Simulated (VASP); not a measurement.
# Ru2Rh (Fd-3m) in VASP: single point with PBE

Aim: the single point of Ru2Rh with PBE.

All numbers are computed with VASP 6.6.1; they aren't measurements. Logs are shortened: lines on timing, memory, paths and dates and some standing lists are left out, and cuts for length are marked.

### 1 The cell of the first run

It takes space group Fd-3m (No. 227, cubic). Conventional cell: a = 7.088 Å, b = 7.088 Å, c = 7.088 Å, α = 90.00°, β = 90.00°, γ = 90.00°. Within 3.3 Å of Ru (site symmetry -3m) lie 6 Ru at 2.51 Å and 6 Rh at 2.94 Å. Rh (site symmetry -43m) has 12 Ru at 2.94 Å and 4 Rh at 3.07 Å within 3.9 Å.

The cell was generated, and may not be a known phase.

### 2 Single point, PBE, collinear spin, ferromagnetic start

The input, INCAR:

```
  PREC = Accurate
  ENCUT = 520
  EDIFF = 1E-6
  ISMEAR = 0
  SIGMA = 0.1
  LREAL = False
  LASPH = True
  NELM = 150
  ALGO = Normal
  ISIF = 2
  LWAVE = False
  LCHARG = False
  ISPIN = 2
  MAGMOM = 0.31 0.31 0.31 0.31 0 0
  LORBIT = 11
  LMAXMIX = 4
  GGA = PE
  NBANDS = 56
```

The input, KPOINTS:

```
Automatic mesh
0
Gamma
  10 10 10
```

The input, POSCAR:

```
Ru2Rh
1.0
    0.0000000000      3.5439100285      3.5439100285
    3.5439100285      0.0000000000      3.5439100285
    3.5439100285      3.5439100285      0.0000000000
Ru Rh
4 2
Direct
    0.1250000000      0.1250000000      0.1250000000
    0.6250000000      0.1250000000      0.1250000000
    0.1250000000      0.1250000000      0.6250000000
    0.1250000000      0.6250000000      0.1250000000
    0.5000000000      0.5000000000      0.5000000000
    0.7500000000      0.7500000000      0.7500000000
```

Potentials or basis: VASP PAW PBE potentials, release 64 (Ru_pv, Rh_pv).

Launch:

```console
$ cat potpaw_PBE.64/Ru_pv/POTCAR potpaw_PBE.64/Rh_pv/POTCAR > POTCAR
$ mpirun -np 1 vasp_std > vasp.out
```

OUTCAR:

```text
PREC = Accurate
   ENCUT = 520
   EDIFF = 1E-6
   ISMEAR = 0
   LREAL = False
   LASPH = True
   NELM = 150
   ISIF = 2
   ISPIN = 2
   LORBIT = 11
   GGA = PE

 ion  position               nearest neighbor table
   1  0.125  0.125  0.125-   2 2.51   3 2.51   4 2.51   3 2.51   4 2.51   2 2.51   6 2.94   5 2.94
                             6 2.94   5 2.94   6 2.94   5 2.94
   2  0.625  0.125  0.125-   1 2.51   3 2.51   4 2.51   1 2.51   3 2.51   4 2.51   6 2.94   5 2.94
                             5 2.94   6 2.94   5 2.94   6 2.94
   3  0.125  0.125  0.625-   1 2.51   1 2.51   2 2.51   4 2.51   4 2.51   2 2.51   6 2.94   5 2.94
                             6 2.94   5 2.94   6 2.94   5 2.94
   4  0.125  0.625  0.125-   1 2.51   3 2.51   1 2.51   2 2.51   3 2.51   2 2.51   6 2.94   5 2.94
                             6 2.94   5 2.94   6 2.94   5 2.94
   5  0.500  0.500  0.500-   2 2.94   3 2.94   4 2.94   1 2.94   2 2.94   3 2.94   1 2.94   2 2.94
                             4 2.94   1 2.94   3 2.94   4 2.94   6 3.07   6 3.07   6 3.07   6 3.07
   6  0.750  0.750  0.750-   2 2.94   3 2.94   4 2.94   1 2.94   2 2.94   4 2.94   1 2.94   2 2.94
                             3 2.94   1 2.94   3 2.94   4 2.94   5 3.07   5 3.07   5 3.07   5 3.07

  LATTYP: Found a face centered cubic cell.
 ALAT       =     7.0878200570

  Lattice vectors:

 A1 = (   0.0000000000,   3.5439100285,   3.5439100285)
 A2 = (   3.5439100285,   0.0000000000,   3.5439100285)
 A3 = (   3.5439100285,   3.5439100285,   0.0000000000)

Analysis of symmetry for initial positions (statically):
=====================================================================
 Subroutine PRICEL returns:
 Original cell was already a primitive cell.

 Routine SETGRP: Setting up the symmetry group for a
 face centered cubic supercell.

 Subroutine GETGRP returns: Found 48 space group operations
 (whereof 24 operations were pure point group operations)
 out of a pool of 48 trial point group operations.

The static configuration has the point symmetry T_d .
 The point group associated with its full space group is O_h .

Analysis of symmetry for dynamics (positions and initial velocities):
=====================================================================
 Subroutine PRICEL returns:
 Original cell was already a primitive cell.

 Routine SETGRP: Setting up the symmetry group for a
 face centered cubic supercell.

 Subroutine GETGRP returns: Found 48 space group operations
 (whereof 24 operations were pure point group operations)
 out of a pool of 48 trial point group operations.

The dynamic configuration has the point symmetry T_d .
 The point group associated with its full space group is O_h .

Analysis of structural, dynamic, and magnetic symmetry:
=====================================================================
 Subroutine PRICEL returns:
 Original cell was already a primitive cell.

 Routine SETGRP: Setting up the symmetry group for a
 face centered cubic supercell.

 Subroutine GETGRP returns: Found 48 space group operations
 (whereof 24 operations were pure point group operations)
 out of a pool of 48 trial point group operations.

The overall configuration has the point symmetry T_d .
 The point group associated with its full space group is O_h .

 Subroutine INISYM returns: Found 48 space group operations
 (whereof 24 operations are pure point group operations),
 and found     1 'primitive' translations

----------------------------------------------------------------------------------------

                                     Primitive cell

  volume of cell :      89.0180

  direct lattice vectors                    reciprocal lattice vectors
     0.000000000  3.543910029  3.543910029    -0.141087103  0.141087103  0.141087103
     3.543910029  0.000000000  3.543910029     0.141087103 -0.141087103  0.141087103
     3.543910029  3.543910029  0.000000000     0.141087103  0.141087103 -0.141087103

  length of vectors
     5.011845626  5.011845626  5.011845626     0.244370031  0.244370031  0.244370031

  position of ions in fractional coordinates (direct lattice)
     0.125000000  0.125000000  0.125000000
     0.625000000  0.125000000  0.125000000
     0.125000000  0.125000000  0.625000000
     0.125000000  0.625000000  0.125000000
     0.500000000  0.500000000  0.500000000
     0.750000000  0.750000000  0.750000000

  ion indices of the primitive-cell ions
   primitive index   ion index
                 1           1
                 2           2
                 3           3
                 4           4
                 5           5
                 6           6

----------------------------------------------------------------------------------------

 KPOINTS: Automatic mesh

Automatic generation of k-mesh.
 Grid dimensions read from file:
 generate k-points for:   10   10   10

 Generating k-lattice:

  Cartesian coordinates                     Fractional coordinates (reciprocal lattice)
    -0.014108710  0.014108710  0.014108710     0.100000000  0.000000000  0.000000000
     0.014108710 -0.014108710  0.014108710     0.000000000  0.100000000  0.000000000
     0.014108710  0.014108710 -0.014108710     0.000000000  0.000000000  0.100000000

  Length of vectors
     0.024437003  0.024437003  0.024437003

  Shift w.r.t. Gamma in fractional coordinates (k-lattice)
     0.000000000  0.000000000  0.000000000

 Subroutine IBZKPT returns following result:
 ===========================================

 Found     47 irreducible k-points:

 Following reciprocal coordinates:
            Coordinates               Weight
  0.000000  0.000000  0.000000      1.000000
  0.100000  0.000000  0.000000      8.000000
  0.200000  0.000000  0.000000      8.000000
  0.300000  0.000000  0.000000      8.000000
  0.400000  0.000000  0.000000      8.000000
  0.500000  0.000000  0.000000      4.000000
[... 16 lines left out ...]
  0.300000  0.300000  0.000000      6.000000
  0.400000  0.300000  0.000000     24.000000
 [... further k-points ...]
   k-points           NKPTS =     47   k-points in BZ     NKDIM =     47   number of bands    NBANDS=     56
   number of dos      NEDOS =    301   number of ions     NIONS =      6
   total plane-waves  NPLWV =  64000
   dimension x,y,z NGX =    40 NGY =   40 NGZ =   40
   dimension x,y,z NGXF=    80 NGYF=   80 NGZF=   80
   ions per type =               4   2
   NGX,Y,Z   is equivalent  to a cutoff of  13.27, 13.27, 13.27 a.u.
   NGXF,Y,Z  is equivalent  to a cutoff of  26.54, 26.54, 26.54 a.u.
 SYSTEM =  unknown system
   PREC   = accura    normal or accurate (medium, high low for compatibility)
   ISTART =      0    job   : 0-new  1-cont  2-samecut
   ICHARG =      2    charge: 1-file 2-atom 10-const
   ISPIN  =      2    spin polarized calculation?
   LNONCOLLINEAR =      F non collinear calculations
   LSORBIT =      F    spin-orbit coupling
   LASPH  =      T    aspherical Exc in radial PAW
   ENCUT  =  520.0 eV  38.22 Ry    6.18 a.u.   9.32  9.32  9.32*2*pi/ulx,y,z
   NELM   =    150;   NELMIN=  2; NELMDL= -5     # of ELM steps
   EDIFF  = 0.1E-05   stopping-criterion for ELM
   LREAL  =      F    real-space projection
   EDIFFG = 0.1E-04   stopping-criterion for IOM
   NSW    =      0    number of steps for IOM
   IBRION =     -1    ionic relax: 0-MD 1-quasi-New 2-CG
   NFREE  =      0    steps in history (QN), initial steepest desc. (CG)
   ISIF   =      2    stress and relaxation
   ISYM   =      2    0-nonsym 1-usesym 2-fastsym
   POTIM  = 0.5000    time-step for ionic-motion
   TEBEG  =    0.0;   TEEND  =   0.0 temperature during run
   PSTRESS=    0.0 pullay stress
   NELECT =      86.0000    total number of electrons
   NUPDOWN=      -1.0000    fix difference up-down
   EMIN   =  10.00;   EMAX   =-10.00  energy-range for DOS
   EFERMI =   0.00;   METHOD = LEGACY
   ISMEAR =     0;   SIGMA  =   0.10  broadening in eV -4-tet -1-fermi 0-gaus
   EFERMI_NEDOS =   21; number of points for ismear=-14 and -15
   IALGO  =     38    algorithm
   IMIX   =      4    mixing-type and parameters
     AMIX     =   0.40;   BMIX     =  1.00
     AMIX_MAG =   1.60;   BMIX_MAG =  1.00
  volume/ion in A,a.u.               =      14.84       100.12
  Fermi-wavevector in a.u.,A,eV,Ry     =   1.618384  3.058303 35.635936  2.619167
  Thomas-Fermi vector in A             =   2.712656
   LORBIT       =     11    0 simple, 1 ext, 2 COOP (PROOUT), +10 PAW based schemes
   GGA     = PE    functional components
   LHFCALC =     F    Hartree Fock is set to
   AEXX    =    0.0000 exact exchange contribution
   IVDW    =     0    specifies the selected vdW correction
   LEPSILON=     F    determine dielectric tensor
   LRPA    =     F    only Hartree local field effects (RPA)
 spin polarized calculation
 Gauss-broadening in eV      SIGMA  =   0.10
  energy-cutoff  :      520.00
  volume of cell :       89.02
 maximum number of plane-waves:      2421
 NGX is ok and might be reduce to    40
   NGX = 19   NGY = 19   NGZ = 19

 number of electron      85.9999993 magnetization       0.0035684

 Free energy of the ion-electron system (eV)
  ---------------------------------------------------
  ext. energy  EPLUGINS =         0.00000000
  ---------------------------------------------------
  free energy    TOTEN  =       -48.04551279 eV

  energy without entropy =      -47.98888884  energy(sigma->0) =      -48.01720082

 E-fermi :  11.1901     XC(G=0): -13.5032

 val. band max:       11.1885114834   @ k =   0.4000   0.3000   0.0000
 cond. band min:      11.1938500539   @ k =   0.4000   0.2000   0.1000
 fundamental gap:      0.0053385706
 Fermi energy:        11.1900859625

 spin component 1

 k-point     1 :       0.0000    0.0000    0.0000
  band No.  band energies     occupation
      1     -35.1033      1.00000
      2     -35.1033      1.00000
      3     -35.1033      1.00000
      4     -35.0583      1.00000
      5     -35.0583      1.00000
      6     -35.0583      1.00000
[... 47 lines left out ...]
     54      18.4785      0.00000
[... 1333 lines left out ...]
     54      16.7395      0.00000
     55      20.7884      0.00000

 [... further k-points ...]

 spin component 2

 k-point     1 :       0.0000    0.0000    0.0000
  band No.  band energies     occupation
      1     -35.1031      1.00000
      2     -35.1031      1.00000
      3     -35.1031      1.00000
      4     -35.0581      1.00000
      5     -35.0581      1.00000
      6     -35.0581      1.00000
[... 47 lines left out ...]
     54      18.4786      0.00000
[... 1333 lines left out ...]
     54      16.7397      0.00000
     55      20.7885      0.00000

 [... further k-points ...]

 [bands above 55 left out]

------------------------ aborting loop because EDIFF is reached ----------------------------------------

  FORCE on cell =-STRESS in cart. coord.  units (eV):
  Direction    XX          YY          ZZ          XY          YZ          ZX
  --------------------------------------------------------------------------------------
  -------------------------------------------------------------------------------------
  Total        0.0220063      0.0220063      0.0220063     -0.0000000      0.0000000      0.0000000
  in kB        0.3960778      0.3960778      0.3960778     -0.0000000      0.0000000      0.0000000
  external PRESSURE =       0.3960778 kB  Pullay stress =       0.0000000 kB

 VOLUME and BASIS-vectors are now :
 -----------------------------------------------------------------------------
  energy-cutoff  :      520.00
  volume of cell :       89.02
      direct lattice vectors                 reciprocal lattice vectors
     0.000000000  3.543910029  3.543910029    -0.141087103  0.141087103  0.141087103
     3.543910029  0.000000000  3.543910029     0.141087103 -0.141087103  0.141087103
     3.543910029  3.543910029  0.000000000     0.141087103  0.141087103 -0.141087103

 POSITION                                       TOTAL-FORCE (eV/Angst)
 -----------------------------------------------------------------------------------
      0.88598      0.88598      0.88598        -0.000000     -0.000000     -0.000000
      0.88598      2.65793      2.65793        -0.000000     -0.000000     -0.000000
      2.65793      2.65793      0.88598        -0.000000     -0.000000     -0.000000
      2.65793      0.88598      2.65793        -0.000000     -0.000000     -0.000000
      3.54391      3.54391      3.54391        -0.000000     -0.000000     -0.000000
      5.31587      5.31587      5.31587         0.000000      0.000000      0.000000
 -----------------------------------------------------------------------------------
    total drift:                                0.000000     -0.000000      0.000000

  FREE ENERGIE OF THE ION-ELECTRON SYSTEM (eV)
  ---------------------------------------------------
  free  energy   TOTEN  =       -48.0455127884 eV

  energy  without entropy=      -47.9888888420  energy(sigma->0) =      -48.01720082

 total charge

# of ion       s       p       d       tot
------------------------------------------
    1        0.410   6.291   6.002  12.703
    2        0.410   6.291   6.002  12.703
    3        0.410   6.291   6.002  12.703
    4        0.410   6.291   6.002  12.703
    5        0.313   6.207   7.025  13.545
    6        0.313   6.207   7.025  13.545
--------------------------------------------------
tot          2.266  37.578  38.057  77.900

 magnetization (x)

# of ion       s       p       d       tot
------------------------------------------
    1       -0.000  -0.000   0.001   0.001
    2       -0.000  -0.000   0.001   0.001
    3       -0.000  -0.000   0.001   0.001
    4       -0.000  -0.000   0.001   0.001
    5       -0.000  -0.000   0.000   0.000
    6       -0.000  -0.000   0.000   0.000
--------------------------------------------------
tot         -0.000  -0.000   0.003   0.003
```

Wall time 13 min (1 thread of Oxide Virtual Turin-like, shared host); peak memory 0.47 GiB.

What came out:

```yaml
Free_energy: -48.0455 eV
Pressure: 0.0 GPa
Band_gap_on_the_k_mesh: zero (filled and empty bands overlap)
Net_moment: 0.00 μB per cell
Valence_electrons_inside_the_program's_atomic_spheres: Ru 12.70; Rh 13.54
```

Levels at points of the mesh, in eV from the Fermi level:
Spin up:
```
           k point  band 39  band 40  band 41  band 42  band 43  band 44  band 45  band 46  band 47  band 48
(0.00, 0.00, 0.00)    -0.15    -0.15    -0.15     0.52     0.52     0.52     0.97     0.97     2.74     2.86
(0.50, 0.00, 0.00)    -1.05    -0.93    -0.93    -0.40    -0.28     0.10     0.10     0.36     0.36     0.98
(0.50, 0.50, 0.00)    -0.83    -0.83    -0.72    -0.72    -0.26    -0.26     0.02     0.02     0.22     0.22
```
Spin down:
```csv
k point,band 40,band 41,band 42,band 43,band 44,band 45,band 46,band 47
"(0.00, 0.00, 0.00)",-0.15,-0.15,0.52,0.52,0.52,0.97,0.97,2.74
"(0.50, 0.00, 0.00)",-0.93,-0.93,-0.40,-0.28,0.10,0.10,0.36,0.36
"(0.50, 0.50, 0.00)",-0.83,-0.72,-0.72,-0.26,-0.26,0.02,0.02,0.22
```
